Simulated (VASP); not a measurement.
# Al2Cu (I4/mmm) in VASP: single point with PBEsol

Aim: the single point of Al2Cu with PBEsol.

All numbers are computed with VASP 6.6.1; they aren't measurements. Logs are shortened: lines on timing, memory, paths and dates and some standing lists are left out, and cuts for length are marked.

### Step 1. The cell of the first run

The structure is tetragonal, space group I4/mmm (No. 139). The conventional cell has a = 4.061 Å, b = 4.061 Å, c = 5.702 Å, α = 90.00°, β = 90.00°, γ = 90.00°. Cu (site symmetry 4/mmm) has 8 Al at 2.48 Å within 3.3 Å. Within 3.3 Å of Al (site symmetry -4m2) lie 4 Cu at 2.48 Å and 6 Al at 2.85 to 2.87 Å.

### Step 2. Single point, PBEsol

INCAR

```
SYSTEM = Al2Cu
ALGO = Normal
EDIFF = 1E-6
ENCUT = 400
GGA = PS
GGA_COMPAT = .FALSE.
ISIF = 2
ISMEAR = 1
LASPH = .TRUE.
LCHARG = .FALSE.
LREAL = .FALSE.
LWAVE = .FALSE.
NELM = 120
PREC = Accurate
SIGMA = 0.1
```

KPOINTS

```
k-points
0
Gamma
  11 11 11
```

POSCAR

```
Al2Cu
1.0
   -2.0303375000      2.0303375000      2.8510940000
    2.0303375000     -2.0303375000      2.8510940000
    2.0303375000      2.0303375000     -2.8510940000
Cu Al
1 2
Direct
    0.5000000000      0.5000000000      0.0000000000
    0.2500000000      0.7500000000      0.5000000000
    0.7500000000      0.2500000000      0.5000000000
```

Potentials or basis: VASP PAW PBE potentials, release 64 (Cu, Al).

Started as:

```bash
$ cat potpaw_PBE.64/Cu/POTCAR potpaw_PBE.64/Al/POTCAR > POTCAR
$ mpirun -np 1 vasp_std > vasp.out
```

OUTCAR:

```text
SYSTEM = Al2Cu
   EDIFF = 1E-6
   ENCUT = 400
   GGA = PS
   ISIF = 2
   ISMEAR = 1
   LASPH = .TRUE.
   LREAL = .FALSE.
   NELM = 120
   PREC = Accurate

 Found    126 irreducible k-points:

 Following reciprocal coordinates:
            Coordinates               Weight
  0.000000  0.000000  0.000000      1.000000
  0.090909  0.000000 -0.000000      8.000000
  0.181818  0.000000  0.000000      8.000000
  0.272727 -0.000000  0.000000      8.000000
  0.363636  0.000000 -0.000000      8.000000
  0.454545  0.000000 -0.000000      8.000000
   k-points           NKPTS =    126   k-points in BZ     NKDIM =    126   number of bands    NBANDS=     12
   number of dos      NEDOS =    301   number of ions     NIONS =      3
   total plane-waves  NPLWV =  21952
   dimension x,y,z NGX =    28 NGY =   28 NGZ =   28
   dimension x,y,z NGXF=    56 NGYF=   56 NGZF=   56
   ions per type =               1   2
   NGX,Y,Z   is equivalent  to a cutoff of  11.50, 11.50, 11.50 a.u.
   NGXF,Y,Z  is equivalent  to a cutoff of  23.01, 23.01, 23.01 a.u.
 SYSTEM =  Al2Cu
   PREC   = accura    normal or accurate (medium, high low for compatibility)
   ISTART =      0    job   : 0-new  1-cont  2-samecut
   ICHARG =      2    charge: 1-file 2-atom 10-const
   ISPIN  =      1    spin polarized calculation?
   LNONCOLLINEAR =      F non collinear calculations
   LSORBIT =      F    spin-orbit coupling
   LASPH  =      T    aspherical Exc in radial PAW
   ENCUT  =  400.0 eV  29.40 Ry    5.42 a.u.   6.60  6.60  6.60*2*pi/ulx,y,z
   NELM   =    120;   NELMIN=  2; NELMDL= -5     # of ELM steps
   EDIFF  = 0.1E-05   stopping-criterion for ELM
   LREAL  =      F    real-space projection
   EDIFFG = 0.1E-04   stopping-criterion for IOM
   NSW    =      0    number of steps for IOM
   IBRION =     -1    ionic relax: 0-MD 1-quasi-New 2-CG
   NFREE  =      0    steps in history (QN), initial steepest desc. (CG)
   ISIF   =      2    stress and relaxation
   ISYM   =      2    0-nonsym 1-usesym 2-fastsym
   POTIM  = 0.5000    time-step for ionic-motion
   TEBEG  =    0.0;   TEEND  =   0.0 temperature during run

   SCALEE = 1.0000    scale energy and forces
   PSTRESS=    0.0 pullay stress
   NELECT =      17.0000    total number of electrons
   NUPDOWN=      -1.0000    fix difference up-down
   EMIN   =  10.00;   EMAX   =-10.00  energy-range for DOS
   EFERMI =   0.00;   METHOD = LEGACY
   ISMEAR =     1;   SIGMA  =   0.10  broadening in eV -4-tet -1-fermi 0-gaus
   EFERMI_NEDOS =   21; number of points for ismear=-14 and -15
   IALGO  =     38    algorithm
   IMIX   =      4    mixing-type and parameters
     AMIX     =   0.40;   BMIX     =  1.00
     AMIX_MAG =   1.60;   BMIX_MAG =  1.00
  volume/ion in A,a.u.               =      15.67       105.75
  Fermi-wavevector in a.u.,A,eV,Ry     =   1.166331  2.204046 18.508385  1.360328
  Thomas-Fermi vector in A             =   2.302845
   LORBIT       =      0    0 simple, 1 ext, 2 COOP (PROOUT), +10 PAW based schemes
   GGA     = PS    functional components
   LHFCALC =     F    Hartree Fock is set to
   AEXX    =    0.0000 exact exchange contribution
   IVDW    =     0    specifies the selected vdW correction
   LEPSILON=     F    determine dielectric tensor
   LRPA    =     F    only Hartree local field effects (RPA)

   CSHIFT  =0.1000    complex shift for real part using Kramers Kronig

   OMEGAMAX=  -1.0    maximum frequency
 non-spin polarized calculation
 Methfessel and Paxton  Order N= 1 SIGMA  =   0.10
  energy-cutoff  :      400.00
  volume of cell :       47.01
 maximum number of plane-waves:       881
   NGX = 13   NGY = 13   NGZ = 13

 number of electron      17.0000000 magnetization

 Free energy of the ion-electron system (eV)
  ---------------------------------------------------
  ext. energy  EPLUGINS =         0.00000000
  ---------------------------------------------------
  free energy    TOTEN  =       -13.01071298 eV

  energy without entropy =      -13.00964455  energy(sigma->0) =      -13.01035684

 E-fermi :   7.1360     XC(G=0): -10.6292

 val. band max:        7.1356659109   @ k =   0.1818   0.0909   0.0000
 cond. band min:       7.1372928856   @ k =  -0.1818   0.3636   0.1818
 fundamental gap:      0.0016269747
 Fermi energy:         7.1360171787

 k-point     1 :       0.0000    0.0000    0.0000
  band No.  band energies     occupation
      1      -3.2087      2.00000
      2       2.4631      2.00000
      3       2.4696      2.00000
      4       2.4696      2.00000
      5       3.0310      2.00000
      6       3.0413      2.00000
      7       9.9714      0.00000
      8       9.9714      0.00000
      9       9.9953      0.00000
     10      10.0246      0.00000
     11      10.0749      0.00000
     12      10.0749      0.00000

 k-point     2 :       0.0909    0.0000   -0.0000
  band No.  band energies     occupation
      1      -3.0968      2.00000
      2       2.4308      2.00000
      3       2.4830      2.00000
      4       2.4868      2.00000
      5       3.0267      2.00000
      6       3.0366      2.00000
      7       8.1929     -0.00000
      8       9.2894      0.00000
      9       9.2962      0.00000
     10      10.7411      0.00000
     11      10.8309      0.00000
     12      10.8367      0.00000

 k-point     3 :       0.1818    0.0000    0.0000
  band No.  band energies     occupation
      1      -2.7634      2.00000
      2       2.3177      2.00000
      3       2.5271      2.00000
      4       2.5299      2.00000
      5       3.0208      2.00000
      6       3.0294      2.00000
      7       6.3416      2.00000
      8       8.6870     -0.00000
      9       8.7079     -0.00000
     10      10.7455      0.00000
     11      11.2471      0.00000
     12      11.2794      0.00000

 k-point     4 :       0.2727   -0.0000    0.0000
  band No.  band energies     occupation
      1      -2.2164      2.00000
      2       2.0891      2.00000
      3       2.5753      2.00000
      4       2.5759      2.00000
      5       3.0304      2.00000
      6       3.0362      2.00000
      7       4.7252      2.00000
      8       8.2138     -0.00000
      9       8.2508     -0.00000
     10      10.7178      0.00000
     11      10.7709      0.00000
     12      10.8383      0.00000

 k-point     5 :       0.3636    0.0000   -0.0000
  band No.  band energies     occupation
      1      -1.4772      2.00000
      2       1.5895      2.00000
      3       2.6024      2.00000
      4       2.6049      2.00000
      5       3.0627      2.00000
      6       3.0644      2.00000
      7       3.5911      2.00000
      8       7.8758     -0.00000
      9       7.9273     -0.00000
     10      10.2973      0.00000
     11      10.3378      0.00000
     12      10.7949      0.00000

 k-point     6 :       0.4545    0.0000   -0.0000
  band No.  band energies     occupation
      1      -0.6402      2.00000
      2       0.7646      2.00000
      3       2.6101      2.00000
      4       2.6145      2.00000
      5       3.0918      2.00000
      6       3.0940      2.00000
      7       3.1251      2.00000
      8       7.6950     -0.00000
      9       7.7552     -0.00000
     10      10.0480      0.00000
     11      10.0828      0.00000
     12      10.9132      0.00000

 [... further k-points ...]

------------------------ aborting loop because EDIFF is reached ----------------------------------------

  FORCE on cell =-STRESS in cart. coord.  units (eV):
  Direction    XX          YY          ZZ          XY          YZ          ZX
  --------------------------------------------------------------------------------------
  -------------------------------------------------------------------------------------
  Total       -0.0512364     -0.0512364      0.0355353      0.0000000     -0.0000000      0.0000000
  in kB       -1.7461497     -1.7461497      1.2110505      0.0000000     -0.0000000      0.0000000
  external PRESSURE =      -0.7604163 kB  Pullay stress =       0.0000000 kB

 VOLUME and BASIS-vectors are now :
 -----------------------------------------------------------------------------
  energy-cutoff  :      400.00
  volume of cell :       47.01
      direct lattice vectors                 reciprocal lattice vectors
    -2.030337500  2.030337500  2.851094000     0.000000000  0.246264476  0.175371279
     2.030337500 -2.030337500  2.851094000     0.246264476  0.000000000  0.175371279
     2.030337500  2.030337500 -2.851094000     0.246264476  0.246264476  0.000000000

 POSITION                                       TOTAL-FORCE (eV/Angst)
 -----------------------------------------------------------------------------------
      0.00000      0.00000      2.85109         0.000000     -0.000000      0.000000
      2.03034      0.00000      1.42555        -0.000000      0.000000      0.000000
      0.00000      2.03034      1.42555        -0.000000      0.000000     -0.000000
 -----------------------------------------------------------------------------------
    total drift:                                0.000000     -0.000000      0.000000

  FREE ENERGIE OF THE ION-ELECTRON SYSTEM (eV)
  ---------------------------------------------------
  free  energy   TOTEN  =       -13.0107129805 eV

  energy  without entropy=      -13.0096445521  energy(sigma->0) =      -13.01035684
```

It took 32 s on 1 thread of AMD EPYC 9R45 (Zen 5), shared host; peak memory 0.16 GiB.

What came out:

```yaml
Free_energy: -13.0107 eV
Pressure: -0.1 GPa
Band_gap_on_the_k_mesh: zero (an odd number of electrons rules out a gap without spin polarisation)
```

Stress tensor (GPa, compression positive):
```
-0.17  0.00  0.00
 0.00 -0.17  0.00
 0.00  0.00  0.12
```

Levels at points of the mesh, in eV from the Fermi level:
```tsv
k point	band 7	band 8	band 9	band 10	band 11	band 12
(0.00, 0.00, 0.00)	2.84	2.84	2.86	2.89	2.94	2.94
```

Caveat: the PAW data sets were made with another functional, which shifts forces and pressure a little.
